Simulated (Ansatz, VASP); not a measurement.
## BN in VASP and in Ansatz

POSCAR

```
BN
1.0
    0.0000000000      1.8083265034      1.7458259350
    1.8083265034      0.0000000000      1.7458259350
    1.8083265034      1.8083265034      0.0000000000
B N
1 1
Direct
    0.0000000000      0.0000000000      0.0000000000
    0.5000000000      0.5000000000      0.5000000000
```

The input INCAR.step1:

```
ALGO     = Normal         # electronic algorithm
EDIFF    = 1E-5           # SCF threshold, eV
ENCUT    = 520            # plane-wave cutoff, eV
GGA      = PE             # functional
ISIF     = 2              # what is computed and relaxed
ISMEAR   = 0              # smearing method
LASPH    = T              # aspherical terms in the spheres
LCHARG   = F              # write CHGCAR
LREAL    = F              # projectors in reciprocal space
LWAVE    = T              # write WAVECAR
NBANDS   = 11             # bands
NELM     = 100            # most SCF steps
PREC     = Accurate       # precision mode
SIGMA    = 0.01           # smearing width, eV
```

Contents of INCAR.step2:

```
ALGO     = Normal         # electronic algorithm
EDIFF    = 1E-6           # SCF threshold, eV
ENCUT    = 520            # plane-wave cutoff, eV
GGA      = PE             # functional
HFSCREEN = 0.2079         # screening, 1/A
ISIF     = 2              # what is computed and relaxed
ISMEAR   = 0              # smearing method
ISTART   = 1            
LASPH    = T              # aspherical terms in the spheres
LCHARG   = F              # write CHGCAR
LHFCALC  = T              # exact exchange
LREAL    = F              # projectors in reciprocal space
LWAVE    = F              # write WAVECAR
NBANDS   = 11             # bands
NELM     = 100            # most SCF steps
PREC     = Accurate       # precision mode
PRECFOCK = Normal       
SIGMA    = 0.01           # smearing width, eV
```

KPOINTS

```
k-points
0
Gamma
  8 8 8
```

Input for Ansatz:

```yaml
crystal:
  lattice:
    - [0.0, 1.8083265034, 1.745825935]
    - [1.8083265034, 0.0, 1.745825935]
    - [1.8083265034, 1.8083265034, 0.0]
  atoms:
    - { symbol: B, position: [0.0, 0.0, 0.0] }
    - { symbol: "N", position: [0.5, 0.5, 0.5] }
kpoints:
  mp_grid: { grid: [8, 8, 8] }
  band_path:
    path:
      - [0.0, 0.0, 0.0]
      - [0.5, 0.0, 0.5]
      - [0.625, 0.25, 0.625]
      - [0.375, 0.375, 0.75]
      - [0.5, 0.5, 0.5]
      - [0.5, 0.25, 0.75]
      - [0.0, 0.1666666667, -0.1666666667]
    npoints: 1
hamiltonian:
  xc: hse06
scf:
  occupations: { method: fixed }
  n_extra_bands: 4
output:
  forces: true
  stress: true
  eigenvalues: true
  write_density: true
  write_potential: true
  elf: true
  volumetric_format: npy
```

Change from the starting cell: biaxial_xy strain +3.6%.

Alike in both runs: task single point; functional HSE06; k mesh 8 × 8 × 8; no spin polarisation.

|  | VASP | Ansatz |
| --- | --- | --- |
| version | VASP 6.6.1 | Ansatz 0.2.0 |
| potentials or method | VASP PAW PBE potentials, release 64 (B, N) | plane waves, PAW |
| plane-wave cutoff (eV) | 520 | 420 |
| occupations | gaussian, width 0.01 eV | fixed |
| valence electrons in the cell | 8 | 8 |

```csv
,VASP,Ansatz,Ansatz less VASP
gap on the k mesh at the Fermi level (eV),1.17,1.18,+0.010
pressure (GPa),-31.8,-31.9,-0.08
"traceless stress, the component that is largest in VASP (GPa)",2.06,1.97,-0.089
```

Both programs put the cell under strong tension, so it lies far from rest at this level. Ansatz's warnings: stress exchange threshold loose, stress scf threshold loose.

Noted on VASP's run: the cell as given lies far from equilibrium.
